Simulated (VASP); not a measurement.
# Se (R-3) in VASP: further runs

The runs below take Se through single point, relaxation of cell and atoms, with PBE+D3(BJ).

Program: VASP 6.6.1. These are calculated values, not measurements. Logs are shortened: lines on timing, memory, paths and dates and some standing lists are left out, and cuts for length are marked.

## (1) The cell of the first run

Symmetry: R-3, No. 148, trigonal system. The conventional cell has a = 10.866 Å, b = 10.866 Å, c = 4.429 Å, α = 90.00°, β = 90.00°, γ = 120.00°. Within 3.3 Å of Se (site symmetry 1) lie 5 Se at 2.43 to 3.24 Å.

## (2) Single point, PBE+D3(BJ)

INCAR reads:

```
ALGO = Normal
EDIFF = 1E-6
ENCUT = 520
GGA = PE
ISIF = 2
ISMEAR = 0
IVDW = 12
LASPH = T
LCHARG = F
LREAL = F
LWAVE = F
NBANDS = 27
NELM = 80
PREC = Accurate
SIGMA = 0.02
```

KPOINTS reads:

```
k-points
0
Gamma
  6 6 6
```

POSCAR reads:

```
Se
1.0
    5.4332461704      3.1368861391      1.4763752317
   -5.4332461704      3.1368861391      1.4763752317
    0.0000000000     -6.2737722781      1.4763752318
Se
6
Direct
    0.3038742148      0.1691204367      0.9160516074
    0.9160516074      0.3038742148      0.1691204367
    0.1691204367      0.9160516074      0.3038742148
    0.6961257852      0.8308795633      0.0839483926
    0.0839483926      0.6961257852      0.8308795633
    0.8308795633      0.0839483926      0.6961257852
```

Potentials or basis: VASP PAW PBE potentials, release 64 (Se).

On the command line:

```console
$ cat potpaw_PBE.64/Se/POTCAR > POTCAR
$ mpirun -np 1 vasp_std > vasp.out
```

OUTCAR:

```text
EDIFF = 1E-6
   ENCUT = 520
   GGA = PE
   ISIF = 2
   ISMEAR = 0
   IVDW = 12
   LASPH = T
   LREAL = F
   NELM = 80
   PREC = Accurate
 IVDW          = 12

 ion  position               nearest neighbor table
   1  0.304  0.169  0.916-   6 2.43   5 2.43
   2  0.916  0.304  0.169-   6 2.43   4 2.43
   3  0.169  0.916  0.304-   5 2.43   4 2.43
   4  0.696  0.831  0.084-   3 2.43   2 2.43
   5  0.084  0.696  0.831-   3 2.43   1 2.43
   6  0.831  0.084  0.696-   2 2.43   1 2.43

  LATTYP: Found a trigonal (rhomboedric) cell.
 ALAT       =     6.4451456479
 COS(alpha) =    -0.4212919254

  Lattice vectors:

 A1 = (   5.4332461704,   3.1368861391,   1.4763752317)
 A2 = (  -5.4332461704,   3.1368861391,   1.4763752317)
 A3 = (   0.0000000000,  -6.2737722781,   1.4763752318)

Analysis of symmetry for initial positions (statically):
=====================================================================
 Subroutine PRICEL returns:
 Original cell was already a primitive cell.

 Routine SETGRP: Setting up the symmetry group for a
 trigonal (rhombohedral) supercell.

 Subroutine GETGRP returns: Found  6 space group operations
 (whereof  6 operations were pure point group operations)
 out of a pool of 12 trial point group operations.

The static configuration has the point symmetry S_6 .

Analysis of symmetry for dynamics (positions and initial velocities):
=====================================================================
 Subroutine PRICEL returns:
 Original cell was already a primitive cell.

 Routine SETGRP: Setting up the symmetry group for a
 trigonal (rhombohedral) supercell.

 Subroutine GETGRP returns: Found  6 space group operations
 (whereof  6 operations were pure point group operations)
 out of a pool of 12 trial point group operations.

The dynamic configuration has the point symmetry S_6 .

 Subroutine INISYM returns: Found  6 space group operations
 (whereof  6 operations are pure point group operations),
 and found     1 'primitive' translations

----------------------------------------------------------------------------------------

                                     Primitive cell

  volume of cell :     150.9754

  direct lattice vectors                    reciprocal lattice vectors
     5.433246170  3.136886139  1.476375232     0.092026016  0.053131245  0.225778194
[... 95 lines left out ...]
   LREAL  =      F    real-space projection
   EDIFFG = 0.1E-04   stopping-criterion for IOM
   NSW    =      0    number of steps for IOM
   IBRION =     -1    ionic relax: 0-MD 1-quasi-New 2-CG
   NFREE  =      0    steps in history (QN), initial steepest desc. (CG)
   ISIF   =      2    stress and relaxation
   ISYM   =      2    0-nonsym 1-usesym 2-fastsym
   POTIM  = 0.5000    time-step for ionic-motion
   TEBEG  =    0.0;   TEEND  =   0.0 temperature during run
   PSTRESS=    0.0 pullay stress
   NELECT =      36.0000    total number of electrons
   NUPDOWN=      -1.0000    fix difference up-down
   EMIN   =  10.00;   EMAX   =-10.00  energy-range for DOS
   EFERMI =   0.00;   METHOD = LEGACY
   ISMEAR =     0;   SIGMA  =   0.02  broadening in eV -4-tet -1-fermi 0-gaus
   EFERMI_NEDOS =   21; number of points for ismear=-14 and -15
   IALGO  =     38    algorithm
   IMIX   =      4    mixing-type and parameters
     AMIX     =   0.40;   BMIX     =  1.00
     AMIX_MAG =   1.60;   BMIX_MAG =  1.00
  volume/ion in A,a.u.               =      25.16       169.81
  Fermi-wavevector in a.u.,A,eV,Ry     =   1.015174  1.918400 14.021855  1.030577
  Thomas-Fermi vector in A             =   2.148444
   LORBIT       =      0    0 simple, 1 ext, 2 COOP (PROOUT), +10 PAW based schemes
   GGA     = PE    functional components
   LHFCALC =     F    Hartree Fock is set to
   AEXX    =    0.0000 exact exchange contribution
   IVDW    =    12    specifies the selected vdW correction
   LEPSILON=     F    determine dielectric tensor
   LRPA    =     F    only Hartree local field effects (RPA)
 non-spin polarized calculation
 Gauss-broadening in eV      SIGMA  =   0.02
  energy-cutoff  :      520.00
  volume of cell :      150.98
 maximum number of plane-waves:      4080
   NGX = 23   NGY = 23   NGZ = 23

 number of electron      35.9999999 magnetization

 Free energy of the ion-electron system (eV)
  ---------------------------------------------------
  ext. energy  EPLUGINS =         0.00000000
  ---------------------------------------------------
  free energy    TOTEN  =       -20.66521467 eV

  energy without entropy =      -20.66521467  energy(sigma->0) =      -20.66521467

 E-fermi :   3.2038     XC(G=0):  -9.2645

 val. band max:        3.1104174974   @ k =   0.5000   0.0000   0.0000
 cond. band min:       4.1438473113   @ k =  -0.1667   0.1667   0.1667
 fundamental gap:      1.0334298139
 Fermi energy:         3.2038024792

 k-point     1 :       0.0000    0.0000    0.0000
  band No.  band energies     occupation
      1     -12.6290      2.00000
      2     -10.4779      2.00000
      3     -10.4779      2.00000
      4      -8.7731      2.00000
      5      -8.7731      2.00000
      6      -7.7540      2.00000
[... 709 lines left out ...]
     26       8.9331      0.00000
     27       9.5736      0.00000

 [... further k-points ...]

------------------------ aborting loop because EDIFF is reached ----------------------------------------

 Edisp (eV)   -2.06235

 E8    (eV) :    -0.8493

  FORCE on cell =-STRESS in cart. coord.  units (eV):
  Direction    XX          YY          ZZ          XY          YZ          ZX
  --------------------------------------------------------------------------------------
  -------------------------------------------------------------------------------------
  Total       0.11019     0.11019     0.06772     0.00000     0.00000     0.00000
  in kB       1.16934     1.16934     0.71868     0.00001     0.00000     0.00000
  external pressure =        1.02 kB  Pullay stress =        0.00 kB

 VOLUME and BASIS-vectors are now :
 -----------------------------------------------------------------------------
  energy-cutoff  :      520.00
  volume of cell :      150.98
      direct lattice vectors                 reciprocal lattice vectors
     5.433246170  3.136886139  1.476375232     0.092026016  0.053131245  0.225778194
    -5.433246170  3.136886139  1.476375232    -0.092026016  0.053131245  0.225778194
     0.000000000 -6.273772278  1.476375232     0.000000000 -0.106262490  0.225778194

 POSITION                                       TOTAL-FORCE (eV/Angst)
 -----------------------------------------------------------------------------------
      0.73215     -4.26337      2.05075         0.003527      0.014765      0.016866
      3.32611      2.76575      2.05075        -0.014550     -0.004328      0.016866
     -4.05826      1.49762      2.05075         0.011023     -0.010437      0.016866
     -0.73215      4.26337      2.37837        -0.003527     -0.014765     -0.016866
     -3.32611     -2.76575      2.37837         0.014550      0.004328     -0.016866
      4.05826     -1.49762      2.37837        -0.011023      0.010437     -0.016866
 -----------------------------------------------------------------------------------
    total drift:                                0.000000      0.000000     -0.000000

  FREE ENERGIE OF THE ION-ELECTRON SYSTEM (eV)
  ---------------------------------------------------
  free  energy   TOTEN  =       -22.7275674262 eV

  energy  without entropy=      -22.7275674262  energy(sigma->0) =      -22.72756743
```

stdout:

```text
POSCAR found type information on POSCAR Se
 POSCAR found :  1 types and       6 ions
 scaLAPACK will be used
 LDA part: xc-table for (Slater+PW92), standard interpolation
 POSCAR, INCAR and KPOINTS ok, starting setup
 FFT: planning ... GRIDC
 FFT: planning ... GRID_SOFT
 FFT: planning ... GRID
 WAVECAR not read
 entering main loop
```

Run time: 62 s. Hardware: 1 thread of Intel Xeon 6975P-C (Granite Rapids), shared host; peak memory 0.38 GiB.

What came out:

| Item | Value |
| --- | --- |
| Free energy | -22.7276 eV |
| Pressure | 0.1 GPa |
| Largest force | 0.023 eV/Å |
| Band gap on the k mesh | 1.03 eV (least direct gap 1.11 eV) |
| Dispersion energy per atom | -0.344 eV |

Forces on the atoms (eV/Å):
```
Se   0.004  0.015  0.017
Se  -0.015 -0.004  0.017
Se   0.011 -0.010  0.017
Se  -0.004 -0.015 -0.017
Se   0.015  0.004 -0.017
Se  -0.011  0.010 -0.017
```

Levels at points of the mesh, in eV from the valence-band top:
| k point | band 14 | band 15 | band 16 | band 17 | band 18 | band 19 | band 20 | band 21 | band 22 | band 23 |
| --- | --- | --- | --- | --- | --- | --- | --- | --- | --- | --- |
| (0.00, 0.00, 0.00) | -1.52 | -0.89 | -0.89 | -0.55 | -0.55 | 2.00 | 2.00 | 2.39 | 2.57 | 2.82 |
| (0.50, 0.00, 0.00) | -1.54 | -1.38 | -0.83 | -0.32 | 0.00 | 1.54 | 1.62 | 2.57 | 2.74 | 2.98 |
| (0.50, 0.50, 0.00) | -1.82 | -1.44 | -1.37 | -1.04 | -0.10 | 1.28 | 1.46 | 1.97 | 2.90 | 3.43 |
| (0.50, 0.50, 0.50) | -1.71 | -1.71 | -1.20 | -1.20 | -0.38 | 1.48 | 1.49 | 1.49 | 3.61 | 4.31 |

## (3) Relaxation of cell and atoms, PBE+D3(BJ)

INCAR reads:

```
SYSTEM = Se
PREC = Accurate
ENCUT = 600
EDIFF = 1E-6
ISMEAR = 0
SIGMA = 0.02
LREAL = .FALSE.
LASPH = .TRUE.
NELM = 80
ALGO = Normal
ISIF = 3
LWAVE = .FALSE.
LCHARG = .FALSE.
GGA = PE
IVDW = 12
IBRION = 2
NSW = 90
EDIFFG = -0.02
```

KPOINTS reads:

```
regular mesh
0
G
  6 6 6
  0 0 0
```

POSCAR is that of step 2.

Potentials or basis: VASP PAW PBE potentials, release 64 (Se).

On the command line:

```console
$ cat potpaw_PBE.64/Se/POTCAR > POTCAR
$ mpirun -np 1 vasp_std > vasp.out
```

It took 2.5 min on 1 thread of Intel Xeon 6975P-C (Granite Rapids), shared host; peak memory 0.42 GiB.

The run converged. Its results:

| Property | Result |
| --- | --- |
| Free energy | -22.7279 eV |
| Relaxed volume | 25.22 Å³/atom |
| Relaxed cell | a = 6.451 Å, b = 6.451 Å, c = 6.451 Å, α = 114.92°, β = 114.92°, γ = 114.92° |
| Space group after relaxing (to 0.1 Å) | R-3 (No. 148) |
| Energy gained by relaxing | 0.0 meV/atom |
| Ionic steps | 2 |
| Pressure after relaxing | -0.1 GPa |
| Largest force after relaxing | 0.009 eV/Å |
| Band gap on the k mesh | 1.02 eV (least direct gap 1.10 eV) |
| Dispersion energy per atom | -0.343 eV |

Forces on the atoms (eV/Å):
```
Se   0.001 -0.003 -0.008
Se   0.002  0.002 -0.008
Se  -0.003  0.000 -0.008
Se  -0.001  0.003  0.008
Se  -0.002 -0.002  0.008
Se   0.003  0.000  0.008
```

Final structure:
```
Se
1.0
     5.43794    3.13959    1.47716
    -5.43794    3.13959    1.47716
     0.00000   -6.27919    1.47716
Se
6
Direct
  0.30411 0.16932 0.91616
  0.91616 0.30411 0.16932
  0.16932 0.91616 0.30411
  0.69589 0.83068 0.08384
  0.08384 0.69589 0.83068
  0.83068 0.08384 0.69589
```

Levels at points of the mesh, in eV from the valence-band top:
| k point | band 14 | band 15 | band 16 | band 17 | band 18 | band 19 | band 20 | band 21 | band 22 |
| --- | --- | --- | --- | --- | --- | --- | --- | --- | --- |
| (0.00, 0.00, 0.00) | -1.52 | -0.89 | -0.89 | -0.55 | -0.55 | 1.99 | 1.99 | 2.37 | 2.56 |
| (0.50, 0.00, 0.00) | -1.54 | -1.38 | -0.83 | -0.32 | 0.00 | 1.53 | 1.61 | 2.56 | 2.73 |
| (0.50, 0.50, 0.00) | -1.82 | -1.44 | -1.36 | -1.04 | -0.10 | 1.27 | 1.45 | 1.96 | 2.89 |
| (0.50, 0.50, 0.50) | -1.71 | -1.71 | -1.20 | -1.20 | -0.38 | 1.47 | 1.49 | 1.49 | 3.60 |

A k mesh can miss the band edges. Expect the measured gap to be larger: semilocal functionals such as PBE lack the derivative discontinuity.
